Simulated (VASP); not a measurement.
Set up this calculation in VASP 6.6.1, as the native input.

```yaml
Task: single point
Functional: PBE
Potentials_or_basis: VASP PAW PBE potentials, release 64 (Ti_sv)
Cutoff: 520 eV
k_mesh: 14 × 14 × 14
Occupations: gaussian, width 0.05 eV
Spin: no spin polarisation
Dipole_correction: no
Further_INCAR_settings: ALGO = Normal; EDIFF = 1e-07; NBANDS = 12
```

The structure of Ti lies in POSCAR:

```
Ti
1.0
   -1.7041765642      1.7041765642      1.7041765642
    1.7041765642     -1.7041765642      1.7041765642
    1.7041765642      1.7041765642     -1.7041765642
Ti
1
Direct
    0.0000000000      0.0000000000      0.0000000000
```

The input as run:

INCAR

```
  PREC = Accurate
  ENCUT = 520
  EDIFF = 1E-7
  ISMEAR = 0
  SIGMA = 0.05
  LREAL = False
  LASPH = True
  NELM = 60
  ALGO = Normal
  ISIF = 2
  LWAVE = False
  LCHARG = False
  GGA = PE
  NBANDS = 12
```

KPOINTS

```
regular mesh
0
Gamma
  14 14 14
```

Potentials or basis: VASP PAW PBE potentials, release 64 (Ti_sv).

Launch:

```sh
$ cat potpaw_PBE.64/Ti_sv/POTCAR > POTCAR
$ mpirun -np 1 vasp_std > vasp.out
```

It gave:

| Property | Result |
| --- | --- |
| Pressure | -11.7 GPa |
| Band gap on the k mesh | zero (band 6 reaches 7.66 eV, above the bottom of band 7 at 6.22 eV) |

Run time: 17 s on 1 thread of Intel(R) Xeon(R) Platinum 8259CL CPU @ 2.50GHz (Skylake/Cascade Lake), with other jobs on the host, peak memory 0.15 GiB.
